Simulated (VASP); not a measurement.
# AlCo (rocksalt type) (Fm-3m) in VASP: further runs

AlCo (rocksalt type) is run at these levels: PBE; tasks: relaxation of cell and atoms.

Everything below comes from runs of VASP 6.6.1. Logs are shortened: lines on timing, memory, paths and dates and some standing lists are left out, and cuts for length are marked.

## Step 1: The cell of the first run

It takes space group Fm-3m (No. 225, cubic). The conventional cell has a = 4.792 Å, b = 4.792 Å, c = 4.792 Å, α = 90.00°, β = 90.00°, γ = 90.00°. Within 3.2 Å of Co (site symmetry m-3m) lie 6 Al at 2.40 Å. Al (site symmetry m-3m) has 6 Co at 2.40 Å within 3.2 Å.

## Step 2: Relaxation of cell and atoms, PBE, target pressure 0.03 GPa, at which the enthalpy is minimised

Input file INCAR:

```
SYSTEM = AlCo
PREC = Accurate
ENCUT = 600
EDIFF = 1E-6
ISMEAR = -1
SIGMA = 0.1
LREAL = .FALSE.
LASPH = .TRUE.
NELM = 100
ALGO = Normal
ISIF = 3
LWAVE = .FALSE.
LCHARG = .FALSE.
GGA = PE
IBRION = 2
NSW = 60
EDIFFG = -0.005
PSTRESS = 0.3
```

Input file KPOINTS:

```
regular mesh
0
G
  14 14 14
  0 0 0
```

Input file POSCAR:

```
AlCo
1.0
    0.0000000000      2.3959821988      2.3959821988
    2.3959821988      0.0000000000      2.3959821988
    2.3959821988      2.3959821988      0.0000000000
Co Al
1 1
Direct
    0.0000000000      0.0000000000      0.0000000000
    0.5000000000      0.5000000000      0.5000000000
```

Potentials or basis: VASP PAW PBE potentials, release 64 (Co, Al).

The run is started by

```
$ cat potpaw_PBE.64/Co/POTCAR potpaw_PBE.64/Al/POTCAR > POTCAR
$ mpirun -np 1 vasp_std > vasp.out
```

OUTCAR:

```text
SYSTEM = AlCo
   PREC = Accurate
   ENCUT = 600
   EDIFF = 1E-6
   ISMEAR = -1
   LREAL = .FALSE.
   LASPH = .TRUE.
   NELM = 100
   ISIF = 3
   GGA = PE
   IBRION = 2
   NSW = 60
   EDIFFG = -0.005
   PSTRESS = 0.3

 ion  position               nearest neighbor table
   1  0.000  0.000  0.000-   2 2.40   2 2.40   2 2.40   2 2.40   2 2.40   2 2.40
   2  0.500  0.500  0.500-   1 2.40   1 2.40   1 2.40   1 2.40   1 2.40   1 2.40

  LATTYP: Found a face centered cubic cell.
 ALAT       =     4.7919643976

  Lattice vectors:

 A1 = (   0.0000000000,   2.3959821988,   2.3959821988)
 A2 = (   2.3959821988,   0.0000000000,   2.3959821988)
 A3 = (   2.3959821988,   2.3959821988,   0.0000000000)

Analysis of symmetry for initial positions (statically):
=====================================================================
 Subroutine PRICEL returns:
 Original cell was already a primitive cell.

 Routine SETGRP: Setting up the symmetry group for a
 face centered cubic supercell.

 Subroutine GETGRP returns: Found 48 space group operations
 (whereof 48 operations were pure point group operations)
 out of a pool of 48 trial point group operations.

The static configuration has the point symmetry O_h .

Analysis of symmetry for dynamics (positions and initial velocities):
=====================================================================
 Subroutine PRICEL returns:
 Original cell was already a primitive cell.

 Routine SETGRP: Setting up the symmetry group for a
 face centered cubic supercell.

 Subroutine GETGRP returns: Found 48 space group operations
 (whereof 48 operations were pure point group operations)
 out of a pool of 48 trial point group operations.

The dynamic configuration has the point symmetry O_h .

 Subroutine INISYM returns: Found 48 space group operations
 (whereof 48 operations are pure point group operations),
 and found     1 'primitive' translations

----------------------------------------------------------------------------------------

                                     Primitive cell

  volume of cell :      27.5094

  direct lattice vectors                    reciprocal lattice vectors
     0.000000000  2.395982199  2.395982199    -0.208682686  0.208682686  0.208682686
     2.395982199  0.000000000  2.395982199     0.208682686 -0.208682686  0.208682686
     2.395982199  2.395982199  0.000000000     0.208682686  0.208682686 -0.208682686

  length of vectors
     3.388430521  3.388430521  3.388430521     0.361449014  0.361449014  0.361449014

  position of ions in fractional coordinates (direct lattice)
     0.000000000  0.000000000  0.000000000
     0.500000000  0.500000000  0.500000000

  ion indices of the primitive-cell ions
   primitive index   ion index
                 1           1
                 2           2

----------------------------------------------------------------------------------------

 KPOINTS: regular mesh

Automatic generation of k-mesh.
 Grid dimensions read from file:
 generate k-points for:   14   14   14

 Generating k-lattice:

  Cartesian coordinates                     Fractional coordinates (reciprocal lattice)
    -0.014905906  0.014905906  0.014905906     0.071428571  0.000000000  0.000000000
     0.014905906 -0.014905906  0.014905906     0.000000000  0.071428571  0.000000000
     0.014905906  0.014905906 -0.014905906     0.000000000  0.000000000  0.071428571

  Length of vectors
     0.025817787  0.025817787  0.025817787

  Shift w.r.t. Gamma in fractional coordinates (k-lattice)
     0.000000000  0.000000000  0.000000000

 Subroutine IBZKPT returns following result:
 ===========================================

 Found    104 irreducible k-points:

 Following reciprocal coordinates:
            Coordinates               Weight
  0.000000  0.000000  0.000000      1.000000
  0.071429  0.000000  0.000000      8.000000
  0.142857  0.000000  0.000000      8.000000
  0.214286  0.000000  0.000000      8.000000
  0.285714  0.000000  0.000000      8.000000
  0.357143  0.000000  0.000000      8.000000
[... 16 lines left out ...]
  0.214286  0.142857  0.000000     24.000000
  0.285714  0.142857  0.000000     24.000000
 [... further k-points ...]
   k-points           NKPTS =    104   k-points in BZ     NKDIM =    104   number of bands    NBANDS=     10
   number of dos      NEDOS =    301   number of ions     NIONS =      2
   total plane-waves  NPLWV =  21952
   dimension x,y,z NGX =    28 NGY =   28 NGZ =   28
   dimension x,y,z NGXF=    56 NGYF=   56 NGZF=   56
   ions per type =               1   1
   NGX,Y,Z   is equivalent  to a cutoff of  13.74, 13.74, 13.74 a.u.
   NGXF,Y,Z  is equivalent  to a cutoff of  27.48, 27.48, 27.48 a.u.
 SYSTEM =  AlCo
   PREC   = accura    normal or accurate (medium, high low for compatibility)
   ISTART =      0    job   : 0-new  1-cont  2-samecut
   ICHARG =      2    charge: 1-file 2-atom 10-const
   ISPIN  =      1    spin polarized calculation?
   LNONCOLLINEAR =      F non collinear calculations
   LSORBIT =      F    spin-orbit coupling
   LASPH  =      T    aspherical Exc in radial PAW
   ENCUT  =  600.0 eV  44.10 Ry    6.64 a.u.   6.77  6.77  6.77*2*pi/ulx,y,z
   NELM   =    100;   NELMIN=  2; NELMDL= -5     # of ELM steps
   EDIFF  = 0.1E-05   stopping-criterion for ELM
   LREAL  =      F    real-space projection
   EDIFFG = -.5E-02   stopping-criterion for IOM
   NSW    =     60    number of steps for IOM
   IBRION =      2    ionic relax: 0-MD 1-quasi-New 2-CG
   NFREE  =      1    steps in history (QN), initial steepest desc. (CG)
   ISIF   =      3    stress and relaxation
   ISYM   =      2    0-nonsym 1-usesym 2-fastsym
   POTIM  = 0.5000    time-step for ionic-motion
   TEBEG  =    0.0;   TEEND  =   0.0 temperature during run
   PSTRESS=    0.3 pullay stress
   NELECT =      12.0000    total number of electrons
   NUPDOWN=      -1.0000    fix difference up-down
   EMIN   =  10.00;   EMAX   =-10.00  energy-range for DOS
   EFERMI =   0.00;   METHOD = LEGACY
   ISMEAR =    -1;   SIGMA  =   0.10  broadening in eV -4-tet -1-fermi 0-gaus
   EFERMI_NEDOS =   21; number of points for ismear=-14 and -15
   IALGO  =     38    algorithm
   IMIX   =      4    mixing-type and parameters
     AMIX     =   0.40;   BMIX     =  1.00
     AMIX_MAG =   1.60;   BMIX_MAG =  1.00
  volume/ion in A,a.u.               =      13.75        92.82
  Fermi-wavevector in a.u.,A,eV,Ry     =   1.241581  2.346248 20.973693  1.541523
  Thomas-Fermi vector in A             =   2.375972
   LORBIT       =      0    0 simple, 1 ext, 2 COOP (PROOUT), +10 PAW based schemes
   GGA     = PE    functional components
   LHFCALC =     F    Hartree Fock is set to
   AEXX    =    0.0000 exact exchange contribution
   IVDW    =     0    specifies the selected vdW correction
   LEPSILON=     F    determine dielectric tensor
   LRPA    =     F    only Hartree local field effects (RPA)
 conjugate gradient relaxation of ions
 non-spin polarized calculation
  energy-cutoff  :      600.00
  volume of cell :       27.51
 maximum number of plane-waves:       941
   NGX = 13   NGY = 13   NGZ = 13

--------------------------------------- Ionic step        1  -------------------------------------------

 number of electron      12.0000004 magnetization

 Free energy of the ion-electron system (eV)
  ---------------------------------------------------
  ext. energy  EPLUGINS =         0.00000000
  ---------------------------------------------------
  free energy    TOTEN  =       -10.35871225 eV

  energy without entropy =      -10.29877701  energy(sigma->0) =      -10.32874463

------------------------ aborting loop because EDIFF is reached ----------------------------------------

  FORCE on cell =-STRESS in cart. coord.  units (eV):
  Direction    XX          YY          ZZ          XY          YZ          ZX
  --------------------------------------------------------------------------------------
  -------------------------------------------------------------------------------------
  Total       -0.0093622     -0.0093622     -0.0093622     -0.0000000      0.0000000     -0.0000000
  in kB       -0.5452643     -0.5452643     -0.5452643     -0.0000000      0.0000000     -0.0000000
  external PRESSURE =      -0.8452643 kB  Pullay stress =       0.3000000 kB
[... 99 lines left out ...]
  enthalpy is  TOTEN    =       -10.3535664733 eV   P V=        0.0051478099

--------------------------------------- Ionic step        4  -------------------------------------------

 number of electron      12.0000004 magnetization

 Free energy of the ion-electron system (eV)
  ---------------------------------------------------
  ext. energy  EPLUGINS =         0.00000000
  ---------------------------------------------------
  free energy    TOTEN  =       -10.35871421 eV

  energy without entropy =      -10.29882996  energy(sigma->0) =      -10.32877209

 E-fermi :   8.2770     XC(G=0): -11.3694

 val. band max:        8.2692759613   @ k =  -0.3571   0.2857   0.1429
 cond. band min:       8.2798590183   @ k =  -0.2857   0.4286   0.2143
 fundamental gap:      0.0105830570
 Fermi energy:         8.2769822765

 k-point     1 :       0.0000    0.0000    0.0000
  band No.  band energies     occupation
      1      -1.4615      2.00000
      2       6.8680      2.00000
      3       6.8680      2.00000
      4       6.8680      2.00000
      5       7.0091      1.99999
      6       7.0091      1.99999
      7      15.5474      0.00000
      8      15.5474      0.00000
      9      15.5474      0.00000
     10      19.4462      0.00000
[... 287 lines left out ...]
 k-point    24 :       0.2857    0.1429    0.0000
  band No.  band energies     occupation
      1       0.0048      2.00000
      2       6.2394      2.00000
      3       6.4381      2.00000
      4       6.8381      2.00000
      5       7.2187      1.99995
      6       7.3781      1.99975
      7      11.3583      0.00000
      8      13.4252      0.00000
      9      15.7255      0.00000
     10      16.0006      0.00000

 [... further k-points ...]

------------------------ aborting loop because EDIFF is reached ----------------------------------------

  FORCE on cell =-STRESS in cart. coord.  units (eV):
  Direction    XX          YY          ZZ          XY          YZ          ZX
  --------------------------------------------------------------------------------------
  -------------------------------------------------------------------------------------
  Total        0.0081170      0.0081170      0.0081170     -0.0000000      0.0000000      0.0000000
  in kB        0.4728932      0.4728932      0.4728932     -0.0000000      0.0000000      0.0000000
  external PRESSURE =       0.1728932 kB  Pullay stress =       0.3000000 kB
[... 17 lines left out ...]
  FREE ENERGIE OF THE ION-ELECTRON SYSTEM (eV)
  ---------------------------------------------------
  free  energy   TOTEN  =       -10.3587142114 eV

  energy  without entropy=      -10.2988299589  energy(sigma->0) =      -10.32877209

  enthalpy is  TOTEN    =       -10.3535648438 eV   P V=        0.0051493676

 reached required accuracy - stopping structural energy minimisation
```

It took 42 s on 1 thread of AMD EPYC 9R45 (Zen 5), shared host; peak memory 0.16 GiB.

Results:

```
Free energy                                                : -10.3587 eV
Relaxed volume                                             : 13.75 Å³/atom
Relaxed cell                                               : a = 3.388 Å, b = 3.388 Å, c = 3.388 Å, α = 60.00°, β = 60.00°, γ = 60.00°
Space group after relaxing (to 0.1 Å)                      : Fm-3m (No. 225)
Energy change on relaxing (the run minimises the enthalpy) : -0.0 meV/atom
Ionic steps                                                : 4
Pressure after relaxing                                    : 0.0 GPa
Band gap on the k mesh                                     : zero (bands 6 and 7 overlap by 0.19 eV)
```

Final structure:
```xyz
2
Lattice="0.0000 2.3957 2.3957 2.3957 0.0000 2.3957 2.3957 2.3957 0.0000" Properties=species:S:1:pos:R:3 pbc="T T T"
Co    0.0000    0.0000    0.0000
Al    2.3957    2.3957    2.3957
```

Levels at points of the mesh, in eV from the Fermi level:
```csv
k point,band 3,band 4,band 5,band 6,band 7,band 8,band 9,band 10
"(0.00, 0.00, 0.00)",-1.41,-1.41,-1.27,-1.27,7.27,7.27,7.27,11.17
"(0.50, 0.00, 0.00)",-1.91,-1.91,-0.54,-0.54,0.16,7.22,7.22,8.71
"(0.50, 0.50, 0.00)",-2.43,-0.88,-0.34,-0.34,0.67,2.07,2.07,6.62
```

Caveat: the cell is relaxed towards a set pressure, so the run minimises the enthalpy, not the energy; the run has no spin polarisation, though such a crystal can be magnetic.

## Step 3: Relaxation of cell and atoms, PBE, target pressure 0.03 GPa, at which the enthalpy is minimised

Input file INCAR:

```
  PREC = Accurate
  ENCUT = 600
  EDIFF = 1E-6
  ISMEAR = -1
  SIGMA = 0.1
  LREAL = F
  LASPH = T
  NELM = 60
  ALGO = Normal
  ISIF = 3
  LWAVE = F
  LCHARG = F
  GGA = PE
  IBRION = 2
  NSW = 32
  EDIFFG = -0.005
  PSTRESS = 0.3
```

Input file KPOINTS:

```
regular mesh
0
Gamma
  14 14 14
```

POSCAR is that of step 2.

Potentials or basis: VASP PAW PBE potentials, release 64 (Co, Al).

The run is started by

```
$ cat potpaw_PBE.64/Co/POTCAR potpaw_PBE.64/Al/POTCAR > POTCAR
$ mpirun -np 1 vasp_std > vasp.out
```

Run time: 44 s. Hardware: 1 thread of AMD EPYC 9R45 (Zen 5), shared host; peak memory 0.16 GiB.

The run converged. Its results:

```yaml
Free_energy: -10.3587 eV
Relaxed_volume: 13.75 Å³/atom
Relaxed_cell: a = 3.388 Å, b = 3.388 Å, c = 3.388 Å, α = 60.00°, β = 60.00°, γ = 60.00°
Space_group_after_relaxing_to_0.1_Å: Fm-3m (No. 225)
Energy_change_on_relaxing_the_run_minimises_the_enthalpy: -0.0 meV/atom
Ionic_steps: 4
Pressure_after_relaxing: 0.0 GPa
Band_gap_on_the_k_mesh: zero (bands 6 and 7 overlap by 0.19 eV)
```

Final structure:
```
Co Al
1.0
     0.00000    2.39573    2.39573
     2.39573    0.00000    2.39573
     2.39573    2.39573    0.00000
Co Al
1 1
Direct
  0.00000 0.00000 0.00000
  0.50000 0.50000 0.50000
```

Levels at points of the mesh, in eV from the Fermi level:
```csv
k point,band 3,band 4,band 5,band 6,band 7,band 8,band 9,band 10
"(0.00, 0.00, 0.00)",-1.41,-1.41,-1.27,-1.27,7.27,7.27,7.27,11.17
"(0.50, 0.00, 0.00)",-1.91,-1.91,-0.54,-0.54,0.16,7.22,7.22,8.71
"(0.50, 0.50, 0.00)",-2.43,-0.88,-0.34,-0.34,0.67,2.07,2.07,6.62
```

Caveat: the cell is relaxed towards a set pressure, so the run minimises the enthalpy, not the energy; the run has no spin polarisation, though such a crystal can be magnetic. Spin polarisation is off, so any magnetic state and its effect on volume and gap are missing.

## Step 4: Relaxation of cell and atoms, PBE

This run uses another cell than the first one, of 14.06 Å³/atom.

Input file INCAR:

```
PREC = Accurate ; ENCUT = 600
EDIFF = 1E-6 ; ISMEAR = -1
SIGMA = 0.1 ; LREAL = False
LASPH = True ; NELM = 100
ALGO = Normal ; ISIF = 3
LWAVE = False ; LCHARG = False
GGA = PE ; IBRION = 2
NSW = 60 ; EDIFFG = -0.005
```

Input file KPOINTS:

```
Automatic mesh
0
Gamma
  14 14 14
```

Input file POSCAR:

```
AlCo
1.0
    0.0000000000      2.4137972614      2.4137972614
    2.4137972614      0.0000000000      2.4137972614
    2.4137972614      2.4137972614      0.0000000000
Co Al
1 1
Direct
    0.0000000000      0.0000000000      0.0000000000
    0.5000000000      0.5000000000      0.5000000000
```

The run is started by

```
$ cat potpaw_PBE.64/Co/POTCAR potpaw_PBE.64/Al/POTCAR > POTCAR
$ mpirun -np 1 vasp_std > vasp.out
```

Run time: 46 s. Hardware: 1 thread of AMD EPYC 9R45 (Zen 5), shared host; peak memory 0.16 GiB.

It converged, with:

```yaml
Free_energy: -10.3589 eV
Relaxed_volume: 13.75 Å³/atom
Relaxed_cell: a = 3.388 Å, b = 3.388 Å, c = 3.388 Å, α = 60.00°, β = 60.00°, γ = 60.00°
Space_group_after_relaxing_to_0.1_Å: Fm-3m (No. 225)
Energy_gained_by_relaxing: 2.6 meV/atom
Ionic_steps: 3
Pressure_after_relaxing: 0.0 GPa
Band_gap_on_the_k_mesh: zero (bands 6 and 7 overlap by 0.19 eV)
```

The path:
```tsv
step	energy change (eV)	largest force (eV/Å)	pressure (GPa)	volume (Å³)
1	0.0000	0.0000	-2.59	28.13
2	-0.0041	0.0000	1.34	27.21
3	-0.0052	0.0000	-0.03	27.50
```

Final structure:
```xyz
2
Lattice="0.0000 2.3956 2.3956 2.3956 0.0000 2.3956 2.3956 2.3956 0.0000" Properties=species:S:1:pos:R:3 pbc="T T T"
Co    0.0000    0.0000    0.0000
Al    2.3956    2.3956    2.3956
```

Levels at points of the mesh, in eV from the Fermi level:
| k point | band 4 | band 5 | band 6 | band 7 | band 8 | band 9 |
| --- | --- | --- | --- | --- | --- | --- |
| (0.00, 0.00, 0.00) | -1.41 | -1.27 | -1.27 | 7.27 | 7.27 | 7.27 |
| (0.50, 0.00, 0.00) | -1.91 | -0.54 | -0.54 | 0.16 | 7.22 | 7.22 |
| (0.50, 0.50, 0.00) | -0.88 | -0.34 | -0.34 | 0.67 | 2.07 | 2.07 |

Caveat: the run has no spin polarisation, though such a crystal can be magnetic. Spin polarisation is off, so any magnetic state and its effect on volume and gap are missing.
